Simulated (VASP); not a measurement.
# Be3N2 (P1) in VASP: further runs

Be3N2 is run at these levels: LDA; tasks: single point.

Everything below comes from runs of VASP 6.6.1. Logs are shortened: lines on timing, memory, paths and dates and some standing lists are left out, and cuts for length are marked.

### Step 1. The cell of the first run

The typed cell holds 5 atoms: a = 2.818 Å, b = 2.818 Å, c = 4.667 Å, α = 90.00°, β = 90.00°, γ = 120.00°.

### Step 2. Single point, LDA (all Be atoms moved +0.062 Å, as atom 1 along Cartesian [1 1 1])

INCAR reads:

```
ALGO = Normal
EDIFF = 1E-7
ENCUT = 520
ISIF = 2
ISMEAR = 0
LASPH = T
LCHARG = F
LREAL = F
LWAVE = F
NBANDS = 16
NELM = 80
PREC = Accurate
SIGMA = 0.05
```

KPOINTS reads:

```
k-points
0
Gamma
  9 9 6
```

POSCAR reads:

```
Be3N2
1.0
    2.8177777140      0.0000000000      0.0000000000
   -1.4088888570      2.4402670826      0.0000000000
    0.0000000000      0.0000000000      4.6670220000
Be N
3 2
Direct
    0.0201995086      0.0147870666      0.0077317810
    0.6868661753      0.3481203999      0.6573647810
    0.3535328419      0.6814537332      0.3580987810
    0.3333333333      0.6666666667      0.7470580000
    0.6666666667      0.3333333333      0.2529420000
```

Potentials or basis: VASP PAW LDA potentials, release 64 (Be, N).

Started as:

```
cat potpaw_LDA.64/Be/POTCAR potpaw_LDA.64/N/POTCAR > POTCAR
mpirun -np 1 vasp_std > vasp.out
```

OUTCAR:

```text
EDIFF = 1E-7
   ENCUT = 520
   ISIF = 2
   ISMEAR = 0
   LASPH = T
   LREAL = F
   NELM = 80
   PREC = Accurate

 ion  position               nearest neighbor table
   1  0.020  0.015  0.008-   5 1.95   5 2.00   4 2.00   5 2.02   4 2.02   4 2.07   2 2.31   3 2.31
                             2 2.31   3 2.31   3 2.31   2 2.31
   2  0.687  0.348  0.657-   4 1.63   4 1.69   4 1.72   5 1.89   3 2.14   3 2.14   3 2.14   1 2.31
                             1 2.31   1 2.31
   3  0.354  0.681  0.358-   5 1.67   5 1.69   5 1.75   4 1.82   2 2.14   2 2.14   2 2.14   1 2.31
                             1 2.31   1 2.31
   4  0.333  0.667  0.747-   2 1.63   2 1.69   2 1.72   3 1.82   1 2.00   1 2.02   1 2.07
   5  0.667  0.333  0.253-   3 1.67   3 1.69   3 1.75   2 1.89   1 1.95   1 2.00   1 2.02

  LATTYP: Found a hexagonal cell.
 ALAT       =     2.8177777140
 C/A-ratio  =     1.6562775611

  Lattice vectors:

 A1 = (   2.8177777140,   0.0000000000,   0.0000000000)
 A2 = (  -1.4088888570,   2.4402670826,   0.0000000000)
 A3 = (   0.0000000000,   0.0000000000,   4.6670220000)

Analysis of symmetry for initial positions (statically):
=====================================================================
 Subroutine PRICEL returns:
 Original cell was already a primitive cell.

 Routine SETGRP: Setting up the symmetry group for a
 hexagonal supercell.

 Subroutine GETGRP returns: Found  1 space group operations
 (whereof  1 operations were pure point group operations)
 out of a pool of 24 trial point group operations.

The static configuration has the point symmetry C_1 .

Analysis of symmetry for dynamics (positions and initial velocities):
=====================================================================
 Subroutine PRICEL returns:
 Original cell was already a primitive cell.

 Routine SETGRP: Setting up the symmetry group for a
 hexagonal supercell.

 Subroutine GETGRP returns: Found  1 space group operations
 (whereof  1 operations were pure point group operations)
 out of a pool of 24 trial point group operations.

The dynamic configuration has the point symmetry C_1 .

 Subroutine INISYM returns: Found  1 space group operations
 (whereof  1 operations are pure point group operations),
 and found     1 'primitive' translations

----------------------------------------------------------------------------------------

                                     Primitive cell

  volume of cell :      32.0911

  direct lattice vectors                    reciprocal lattice vectors
     2.817777714  0.000000000  0.000000000     0.354889598  0.204895605  0.000000000
    -1.408888857  2.440267083  0.000000000     0.000000000  0.409791210  0.000000000
     0.000000000  0.000000000  4.667022000     0.000000000  0.000000000  0.214269399

  length of vectors
     2.817777714  2.817777714  4.667022000     0.409791210  0.409791210  0.214269399

  position of ions in fractional coordinates (direct lattice)
     0.020199509  0.014787067  0.007731781
     0.686866175  0.348120400  0.657364781
     0.353532842  0.681453733  0.358098781
     0.333333333  0.666666667  0.747058000
     0.666666667  0.333333333  0.252942000

  ion indices of the primitive-cell ions
   primitive index   ion index
                 1           1
                 2           2
                 3           3
                 4           4
                 5           5

----------------------------------------------------------------------------------------

 KPOINTS: k-points

Automatic generation of k-mesh.
 Grid dimensions read from file:
 generate k-points for:    9    9    6

 Generating k-lattice:

  Cartesian coordinates                     Fractional coordinates (reciprocal lattice)
     0.039432178  0.022766178  0.000000000     0.111111111  0.000000000  0.000000000
     0.000000000  0.045532357  0.000000000     0.000000000  0.111111111  0.000000000
     0.000000000  0.000000000  0.035711567     0.000000000  0.000000000  0.166666667

  Length of vectors
     0.045532357  0.045532357  0.035711567

  Shift w.r.t. Gamma in fractional coordinates (k-lattice)
     0.000000000  0.000000000  0.000000000

 Subroutine IBZKPT returns following result:
 ===========================================

 Found    244 irreducible k-points:

 Following reciprocal coordinates:
            Coordinates               Weight
  0.000000  0.000000  0.000000      1.000000
  0.111111  0.000000  0.000000      2.000000
  0.000000  0.111111  0.000000      2.000000
 -0.111111  0.111111  0.000000      2.000000
  0.222222  0.000000  0.000000      2.000000
  0.000000  0.222222  0.000000      2.000000
[... 16 lines left out ...]
  0.333333  0.111111  0.000000      2.000000
 -0.111111  0.444444  0.000000      2.000000
 [... further k-points ...]
   k-points           NKPTS =    244   k-points in BZ     NKDIM =    244   number of bands    NBANDS=     16
   number of dos      NEDOS =    301   number of ions     NIONS =      5
   total plane-waves  NPLWV =  20736
   dimension x,y,z NGX =    24 NGY =   24 NGZ =   36
   dimension x,y,z NGXF=    48 NGYF=   48 NGZF=   72
   ions per type =               3   2
   NGX,Y,Z   is equivalent  to a cutoff of  14.16, 14.16, 12.82 a.u.
   NGXF,Y,Z  is equivalent  to a cutoff of  28.32, 28.32, 25.65 a.u.
 SYSTEM =  unknown system
   PREC   = accura    normal or accurate (medium, high low for compatibility)
   ISTART =      0    job   : 0-new  1-cont  2-samecut
   ICHARG =      2    charge: 1-file 2-atom 10-const
   ISPIN  =      1    spin polarized calculation?
   LNONCOLLINEAR =      F non collinear calculations
   LSORBIT =      F    spin-orbit coupling
   LASPH  =      T    aspherical Exc in radial PAW
   ENCUT  =  520.0 eV  38.22 Ry    6.18 a.u.   5.24  5.24  8.68*2*pi/ulx,y,z
   NELM   =     80;   NELMIN=  2; NELMDL= -5     # of ELM steps
   EDIFF  = 0.1E-06   stopping-criterion for ELM
   LREAL  =      F    real-space projection
   EDIFFG = 0.1E-05   stopping-criterion for IOM
   NSW    =      0    number of steps for IOM
   IBRION =     -1    ionic relax: 0-MD 1-quasi-New 2-CG
   NFREE  =      0    steps in history (QN), initial steepest desc. (CG)
   ISIF   =      2    stress and relaxation
   ISYM   =      2    0-nonsym 1-usesym 2-fastsym
   POTIM  = 0.5000    time-step for ionic-motion
   TEBEG  =    0.0;   TEEND  =   0.0 temperature during run
   PSTRESS=    0.0 pullay stress
   NELECT =      16.0000    total number of electrons
   NUPDOWN=      -1.0000    fix difference up-down
   EMIN   =  10.00;   EMAX   =-10.00  energy-range for DOS
   EFERMI =   0.00;   METHOD = LEGACY
   ISMEAR =     0;   SIGMA  =   0.05  broadening in eV -4-tet -1-fermi 0-gaus
   EFERMI_NEDOS =   21; number of points for ismear=-14 and -15
   IALGO  =     38    algorithm
   IMIX   =      4    mixing-type and parameters
     AMIX     =   0.40;   BMIX     =  1.00
     AMIX_MAG =   1.60;   BMIX_MAG =  1.00
  volume/ion in A,a.u.               =       6.42        43.31
  Fermi-wavevector in a.u.,A,eV,Ry     =   1.298136  2.453121 22.927952  1.685157
  Thomas-Fermi vector in A             =   2.429484
   LORBIT       =      0    0 simple, 1 ext, 2 COOP (PROOUT), +10 PAW based schemes
   GGA     = CA    functional components
   LHFCALC =     F    Hartree Fock is set to
   AEXX    =    0.0000 exact exchange contribution
   IVDW    =     0    specifies the selected vdW correction
   LEPSILON=     F    determine dielectric tensor
   LRPA    =     F    only Hartree local field effects (RPA)
 non-spin polarized calculation
 Gauss-broadening in eV      SIGMA  =   0.05
  energy-cutoff  :      520.00
  volume of cell :       32.09
 maximum number of plane-waves:       882
 NGX is ok and might be reduce to    24
   NGX = 11   NGY = 11   NGZ = 17

 number of electron      15.9999998 magnetization

 Free energy of the ion-electron system (eV)
  ---------------------------------------------------
  ext. energy  EPLUGINS =         0.00000000
  ---------------------------------------------------
  free energy    TOTEN  =       -35.92529729 eV

  energy without entropy =      -35.92529729  energy(sigma->0) =      -35.92529729

 E-fermi :   6.9971     XC(G=0): -11.9315

 val. band max:        6.7565104516   @ k =  -0.1111   0.1111   0.0000
 cond. band min:      10.9834748525   @ k =   0.4444  -0.4444   0.3333
 fundamental gap:      4.2269644009
 Fermi energy:         6.9970591485

 k-point     1 :       0.0000    0.0000    0.0000
  band No.  band energies     occupation
      1     -10.1369      2.00000
      2      -7.5273      2.00000
      3      -1.4677      2.00000
      4       5.2467      2.00000
      5       5.2914      2.00000
      6       6.4289      2.00000
[... 8 lines left out ...]
     15      17.9766      0.00000
     16      19.9684      0.00000

 k-point     2 :       0.1111    0.0000    0.0000
  band No.  band energies     occupation
      1      -9.9570      2.00000
      2      -7.3995      2.00000
      3      -1.2706      2.00000
      4       4.2438      2.00000
      5       4.8323      2.00000
      6       5.7343      2.00000
[... 8 lines left out ...]
     15      18.2408      0.00000
     16      18.9922      0.00000

 k-point     3 :       0.0000    0.1111    0.0000
  band No.  band energies     occupation
      1      -9.9568      2.00000
      2      -7.3991      2.00000
      3      -1.2710      2.00000
      4       4.2667      2.00000
      5       4.7979      2.00000
      6       5.7475      2.00000
[... 8 lines left out ...]
     15      18.2416      0.00000
     16      19.0061      0.00000

 k-point     4 :      -0.1111    0.1111    0.0000
  band No.  band energies     occupation
      1      -9.9569      2.00000
      2      -7.3993      2.00000
      3      -1.2709      2.00000
      4       4.2575      2.00000
      5       4.8051      2.00000
      6       5.7523      2.00000
[... 8 lines left out ...]
     15      18.2965      0.00000
     16      18.9875      0.00000

 k-point     5 :       0.2222    0.0000    0.0000
  band No.  band energies     occupation
      1      -9.4349      2.00000
      2      -7.0677      2.00000
      3      -0.7022      2.00000
      4       2.3512      2.00000
      5       3.9672      2.00000
      6       4.1511      2.00000
[... 8 lines left out ...]
     15      18.6686      0.00000
     16      19.0321      0.00000

 k-point     6 :       0.0000    0.2222    0.0000
  band No.  band energies     occupation
      1      -9.4339      2.00000
      2      -7.0659      2.00000
      3      -0.7043      2.00000
      4       2.3614      2.00000
      5       3.9078      2.00000
      6       4.1987      2.00000
[... 8 lines left out ...]
     15      18.7135      0.00000
     16      19.0178      0.00000
[... 267 lines left out ...]
 k-point    21 :       0.1111    0.2222    0.0000
  band No.  band energies     occupation
      1      -8.9409      2.00000
      2      -6.8143      2.00000
      3      -0.1717      2.00000
      4       1.4778      2.00000
      5       2.3609      2.00000
      6       4.0191      2.00000
[... 8 lines left out ...]
     15      18.7699      0.00000
     16      20.2715      0.00000

 k-point    22 :       0.3333   -0.1111    0.0000
  band No.  band energies     occupation
      1      -8.9422      2.00000
      2      -6.8166      2.00000
      3      -0.1686      2.00000
      4       1.4715      2.00000
      5       2.3694      2.00000
      6       4.0199      2.00000
[... 8 lines left out ...]
     15      18.7999      0.00000
     16      20.2812      0.00000

 k-point    23 :       0.3333    0.1111    0.0000
  band No.  band energies     occupation
      1      -8.0924      2.00000
      2      -6.6212      2.00000
      3       0.1065      2.00000
      4       0.5773      2.00000
      5       1.6708      2.00000
      6       2.9105      2.00000
[... 8 lines left out ...]
     15      19.6984      0.00000
     16      20.6097      0.00000

 k-point    24 :      -0.1111    0.4444    0.0000
  band No.  band energies     occupation
      1      -8.0889      2.00000
      2      -6.6186      2.00000
      3       0.1100      2.00000
      4       0.5654      2.00000
      5       1.6641      2.00000
      6       2.9130      2.00000
[... 8 lines left out ...]
     15      19.6936      0.00000
     16      20.6563      0.00000

 [... further k-points ...]
[... 5 lines left out ...]
  --------------------------------------------------------------------------------------
  -------------------------------------------------------------------------------------
  Total       -1.7670152     -1.8610450     -1.7148908      0.1176672      0.0321468      0.0826142
  in kB      -88.2199723    -92.9145058    -85.6176113      5.8746499      1.6049585      4.1245964
  external PRESSURE =     -88.9173631 kB  Pullay stress =       0.0000000 kB

 VOLUME and BASIS-vectors are now :
 -----------------------------------------------------------------------------
  energy-cutoff  :      520.00
  volume of cell :       32.09
      direct lattice vectors                 reciprocal lattice vectors
     2.817777714  0.000000000  0.000000000     0.354889598  0.204895605  0.000000000
    -1.408888857  2.440267083  0.000000000     0.000000000  0.409791210  0.000000000
     0.000000000  0.000000000  4.667022000     0.000000000  0.000000000  0.214269399

 POSITION                                       TOTAL-FORCE (eV/Angst)
 -----------------------------------------------------------------------------------
      0.03608      0.03608      0.03608         0.096325      0.098149      0.114988
      1.44497      0.84951      3.06794        -0.518033     -0.461993     -0.129554
      0.03608      1.66293      1.67125        -0.358380     -0.406877     -0.128622
     -0.00000      1.62684      3.48654         0.467500      0.413600      0.004390
      1.40889      0.81342      1.18049         0.312588      0.357120      0.138799
 -----------------------------------------------------------------------------------
    total drift:                                0.000050      0.000039      0.000038

  FREE ENERGIE OF THE ION-ELECTRON SYSTEM (eV)
  ---------------------------------------------------
  free  energy   TOTEN  =       -35.9252972909 eV

  energy  without entropy=      -35.9252972909  energy(sigma->0) =      -35.92529729
```

Run time: 46 s. Hardware: 1 thread of AMD EPYC 9R45 (Zen 5), shared host; peak memory 0.18 GiB.

What came out:

| Item | Value |
| --- | --- |
| Free energy | -35.9253 eV |
| Pressure | -8.9 GPa |
| Largest force | 0.706 eV/Å |
| Band gap on the k mesh | 4.23 eV (least direct gap 5.92 eV) |

Forces in eV/Å, atoms in the order of the input:
```
Be   0.096  0.098  0.115
Be  -0.518 -0.462 -0.130
Be  -0.358 -0.407 -0.129
N    0.468  0.414  0.004
N    0.313  0.357  0.139
```

Stress tensor (GPa, compression positive):
```
-8.82  0.59  0.41
 0.59 -9.29  0.16
 0.41  0.16 -8.56
```

Caveat: the cell differs from its parent crystal (all Be atoms moved +0.062 Å, as atom 1 along Cartesian [1 1 1]); the cell stands under tension.

### Step 3. Single point, LDA (all Be atoms moved +0.037 Å, as atom 1 along Cartesian [1 1 1])

INCAR: that of step 2 with these lines changed.

```diff
@@ -1,4 +1,5 @@
 ALGO = Normal
-EDIFF = 1E-7
+EDIFF = 1E-6
 ENCUT = 520
+GGA = CA
 ISIF = 2
```

KPOINTS is that of step 2.

POSCAR reads:

```
Be3N2
1.0
    2.8177777140      0.0000000000      0.0000000000
   -1.4088888570      2.4402670826      0.0000000000
    0.0000000000      0.0000000000      4.6670220000
Be N
3 2
Direct
    0.0121197052      0.0088722399      0.0046390686
    0.6787863718      0.3422055733      0.6542720686
    0.3454530385      0.6755389066      0.3550060686
    0.3333333333      0.6666666667      0.7470580000
    0.6666666667      0.3333333333      0.2529420000
```

Potentials or basis: VASP PAW LDA potentials, release 64 (Be, N).

Started as:

```
cat potpaw_LDA.64/Be/POTCAR potpaw_LDA.64/N/POTCAR > POTCAR
mpirun -np 1 vasp_std > vasp.out
```

Wall time 46 s (1 thread of AMD EPYC 9R45 (Zen 5), shared host); peak memory 0.18 GiB.

It converged, with:

| Item | Value |
| --- | --- |
| Free energy | -35.9448 eV |
| Pressure | -9.3 GPa |
| Largest force | 0.403 eV/Å |
| Band gap on the k mesh | 4.23 eV (least direct gap 5.94 eV) |

Forces on the atoms (eV/Å):
```
Be   0.060  0.060  0.070
Be  -0.289 -0.270 -0.073
Be  -0.232 -0.250 -0.081
N    0.259  0.240 -0.045
N    0.203  0.220  0.128
```

Stress tensor (GPa, compression positive):
```
-9.40  0.21  0.15
 0.21 -9.57  0.06
 0.15  0.06 -8.78
```

Levels at points of the mesh, in eV from the valence-band top:
| k point | band 6 | band 7 | band 8 | band 9 | band 10 | band 11 |
| --- | --- | --- | --- | --- | --- | --- |
| (0.00, 0.00, 0.00) | -0.34 | -0.34 | -0.04 | 6.48 | 7.16 | 8.19 |
| (0.00, 0.00, 0.50) | -1.25 | -0.53 | -0.53 | 6.66 | 7.79 | 7.80 |

Caveat: the cell differs from its parent crystal (all Be atoms moved +0.037 Å, as atom 1 along Cartesian [1 1 1]); the cell stands under tension. A k mesh can miss the band edges.

[end of part 1 of 2]
